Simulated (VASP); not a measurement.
# TaN (P6_3/mmc) in VASP: notebook, part 2 of 2

VASP 6.6.1.

## (3) Electric field gradients, PBE (zz strain of -3 %)

INCAR

```
SYSTEM = TaN
  PREC = Accurate
  ENCUT = 520
  EDIFF = 1E-8
  ISMEAR = -1
  SIGMA = 0.01
  LREAL = .False.
  LASPH = .True.
  NELM = 100
  ALGO = Normal
  ISIF = 2
  LWAVE = .False.
  LCHARG = .False.
  GGA = PE
  LEFG = .True.
  NBANDS = 24
```

KPOINTS

```
regular mesh
0
Gamma
  9 9 5
  0 0 0
```

POSCAR

```
TaN
1.0
    3.0480019786      0.0000000000      0.0000000000
   -1.5240009893      2.6396471442      0.0000000000
    0.0000000000      0.0000000000      4.7704600000
Ta N
2 2
Direct
    0.0000000000      0.0000000000      0.0000000000
    0.0000000000      0.0000000000      0.5000000000
    0.3333333333      0.6666666667      0.2500000000
    0.6666666667      0.3333333333      0.7500000000
```

Potentials or basis: VASP PAW PBE potentials, release 64 (Ta_pv, N).

On the command line:

```bash
$ cat potpaw_PBE.64/Ta_pv/POTCAR potpaw_PBE.64/N/POTCAR > POTCAR
$ mpirun -np 1 vasp_std > vasp.out
```

OUTCAR:

```text
SYSTEM = TaN
   PREC = Accurate
   ENCUT = 520
   EDIFF = 1E-8
   ISMEAR = -1
   LREAL = .False.
   LASPH = .True.
   NELM = 100
   ISIF = 2
   GGA = PE

 ion  position               nearest neighbor table
   1  0.000  0.000  0.000-   3 2.13   4 2.13   3 2.13   4 2.13   4 2.13   3 2.13   2 2.39   2 2.39

   2  0.000  0.000  0.500-   3 2.13   4 2.13   3 2.13   4 2.13   4 2.13   3 2.13   1 2.39   1 2.39

   3  0.333  0.667  0.250-   1 2.13   2 2.13   1 2.13   2 2.13   1 2.13   2 2.13
   4  0.667  0.333  0.750-   1 2.13   2 2.13   1 2.13   2 2.13   1 2.13   2 2.13

  LATTYP: Found a hexagonal cell.
 ALAT       =     3.0480019786
 C/A-ratio  =     1.5651105326

  Lattice vectors:

 A1 = (   3.0480019786,   0.0000000000,   0.0000000000)
 A2 = (  -1.5240009893,   2.6396471442,   0.0000000000)
 A3 = (   0.0000000000,   0.0000000000,   4.7704600000)

Analysis of symmetry for initial positions (statically):
=====================================================================
 Subroutine PRICEL returns:
 Original cell was already a primitive cell.

 Routine SETGRP: Setting up the symmetry group for a
 hexagonal supercell.

 Subroutine GETGRP returns: Found 24 space group operations
 (whereof 12 operations were pure point group operations)
 out of a pool of 24 trial point group operations.

The static configuration has the point symmetry D_3d.
 The point group associated with its full space group is D_6h.

Analysis of symmetry for dynamics (positions and initial velocities):
[... 174 lines left out ...]
      2     -25.1223      2.00000
      3     -25.1223      2.00000
      4     -24.6316      2.00000
      5     -24.6316      2.00000
      6     -23.5508      2.00000
[... 637 lines left out ...]
     23      17.8142      0.00000
     24      17.8142      0.00000

 [... further k-points ...]
[... 5 lines left out ...]
  --------------------------------------------------------------------------------------
  -------------------------------------------------------------------------------------
  Total       11.5089736     11.5089736     36.5953172      0.0000000     -0.0000000     -0.0000000
  in kB      480.4252210    480.4252209   1527.6178309      0.0000000     -0.0000000     -0.0000000
  external PRESSURE =     829.4894242 kB  Pullay stress =       0.0000000 kB

 VOLUME and BASIS-vectors are now :
 -----------------------------------------------------------------------------
  energy-cutoff  :      520.00
  volume of cell :       38.38
      direct lattice vectors                 reciprocal lattice vectors
     3.048001979  0.000000000  0.000000000     0.328083777  0.189419257  0.000000000
    -1.524000989  2.639647144  0.000000000     0.000000000  0.378838513  0.000000000
     0.000000000  0.000000000  4.770460000     0.000000000  0.000000000  0.209623391

 POSITION                                       TOTAL-FORCE (eV/Angst)
 -----------------------------------------------------------------------------------
      0.00000      0.00000      0.00000        -0.000000      0.000000      0.000000
      0.00000      0.00000      2.38523        -0.000000      0.000000      0.000000
     -0.00000      1.75976      1.19261        -0.000000      0.000000      0.000000
      1.52400      0.87988      3.57784         0.000000     -0.000000     -0.000000
 -----------------------------------------------------------------------------------
    total drift:                               -0.000000      0.000000      0.000000

  FREE ENERGIE OF THE ION-ELECTRON SYSTEM (eV)
  ---------------------------------------------------
  free  energy   TOTEN  =       -40.2952804603 eV

  energy  without entropy=      -40.2934555613  energy(sigma->0) =      -40.29436801

 Electric field gradients (V/A^2)
---------------------------------------------------------------------
 ion       V_xx      V_yy      V_zz      V_xy      V_xz      V_yz
---------------------------------------------------------------------
   1      78.780    78.780  -157.560    -0.000     0.000    -0.000
   2      78.780    78.780  -157.560    -0.000    -0.000     0.000
   3      -2.895    -2.894     5.789     0.001     0.000    -0.000
   4      -2.895    -2.894     5.789     0.001    -0.000     0.000
---------------------------------------------------------------------

 Electric field gradients after diagonalization (V/A^2)
 (convention: |V_zz| > |V_xx| > |V_yy|)
----------------------------------------------------------------------
 ion       V_xx      V_yy      V_zz     asymmetry (V_yy - V_xx)/ V_zz
----------------------------------------------------------------------
   1      78.781    78.780  -157.560       0.000
   2      78.781    78.780  -157.560       0.000
   3      -2.895    -2.894     5.789       0.000
   4      -2.895    -2.894     5.789       0.000
----------------------------------------------------------------------

           NMR quadrupolar parameters

 Cq : quadrupolar parameter    Cq=e*Q*V_zz/h
 eta: asymmetry parameters     (V_yy - V_xx)/ V_zz
 Q  : nuclear electric quadrupole moment in mb (millibarn)
----------------------------------------------------------------------
 ion       Cq(MHz)       eta       Q (mb)
----------------------------------------------------------------------
   1      -0.381       0.000       1.000
   2      -0.381       0.000       1.000
   3       0.014       0.000       1.000
   4       0.014       0.000       1.000
----------------------------------------------------------------------
```

stdout:

```text
POSCAR found type information on POSCAR TaN
 POSCAR found :  2 types and       4 ions
 scaLAPACK will be used
 LDA part: xc-table for (Slater+PW92), standard interpolation
 POSCAR, INCAR and KPOINTS ok, starting setup
 FFT: planning ... GRIDC
 FFT: planning ... GRID_SOFT
 FFT: planning ... GRID
 WAVECAR not read
 entering main loop
ion   1

ion   2

ion   3

ion   4
```

It took 49 s on 1 thread of AMD EPYC 7R13 (Zen 3), shared host; peak memory 0.14 GiB.

Results:

| Item | Value |
| --- | --- |
| Free energy | -40.2953 eV |
| Pressure | 82.9 GPa |
| Band gap on the k mesh | zero (band 16 reaches 11.25 eV, above the bottom of band 17 at 8.02 eV) |

Stress tensor (GPa, compression positive):
```
 48.04   0.00   0.00
  0.00  48.04   0.00
  0.00   0.00 152.76
```

Electric field gradients, principal values (V/Å²):
```
atom   least  middle  greatest (by size)
1 Ta  78.780  78.781            -157.560
2 Ta  78.780  78.781            -157.560
 3 N  -2.894  -2.895               5.789
 4 N  -2.894  -2.895               5.789
```

Caveat: the cell differs from its parent crystal (zz strain of -3 %); without QUAD_EFG the Cq values of the log hold for a quadrupole moment of 1 mb, not for the nuclei; spin-orbit coupling is left out, which moves the levels of the heavy elements.
